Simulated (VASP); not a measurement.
Write the native input for VASP 6.6.1 that does the following.

- Task: single point
- Functional: PBE
- Potentials or basis: VASP PAW PBE potentials, release 64 (Tb_3, C), 4f in core
- Cutoff: 600 eV
- k mesh: 16 × 16 × 16
- Occupations: gaussian, width 0.1 eV
- Spin: no spin polarisation
- Dipole correction: no
- Mended: yes
- Further INCAR settings: ALGO = Normal; EDIFF = 1e-06; NBANDS = 20

The structure of TbC4 lies in POSCAR:

```
TbC4
1.0
   -3.4621482492      3.4621482492      1.3242200664
    3.4621482492     -3.4621482492      1.3242200664
    3.4621482492      3.4621482492     -1.3242200664
Tb C
1 4
Direct
    0.0000000000      0.0000000000      0.0000000000
    0.7275356170      0.7275356170      0.4550712339
    0.2724643830      0.2724643830      0.5449287661
    0.2724643830      0.7275356170      0.0000000000
    0.7275356170      0.2724643830      0.0000000000
```

The cell was built from a structure type or drawn by symmetry, and may not be a known phase.

One way to write it, as run:

INCAR

```
SYSTEM = TbC4
ALGO = Normal ; EDIFF = 1E-6
ENCUT = 600 ; GGA = PE
GGA_COMPAT = .FALSE. ; ISIF = 2
ISMEAR = 0 ; LASPH = .TRUE.
LCHARG = .FALSE. ; LMAXMIX = 6
LREAL = .FALSE. ; LWAVE = .FALSE.
NBANDS = 20 ; NELM = 200
PREC = Accurate ; SIGMA = 0.1
```

KPOINTS

```
k-points
0
G
  16 16 16
  0 0 0
```

Potentials or basis: VASP PAW PBE potentials, release 64 (Tb_3, C), 4f in core.

Command:

```bash
$ cat potpaw_PBE.64/Tb_3/POTCAR potpaw_PBE.64/C/POTCAR > POTCAR
$ mpirun -np 1 vasp_std > vasp.out
```

Results of the run:

```
Pressure               : 0.2 GPa
Largest force          : 0.022 eV/Å
Band gap on the k mesh : zero (an odd number of electrons rules out a gap without spin polarisation)
```

Caveat: spin-orbit coupling is left out, which moves the levels of the heavy elements; the 4f electrons are frozen in the core, so they carry no moment and show no levels.

Run time: 6.2 min on 1 thread of Intel(R) Xeon(R) 6975P-C (Granite Rapids), on a shared host, peak memory 0.64 GiB.
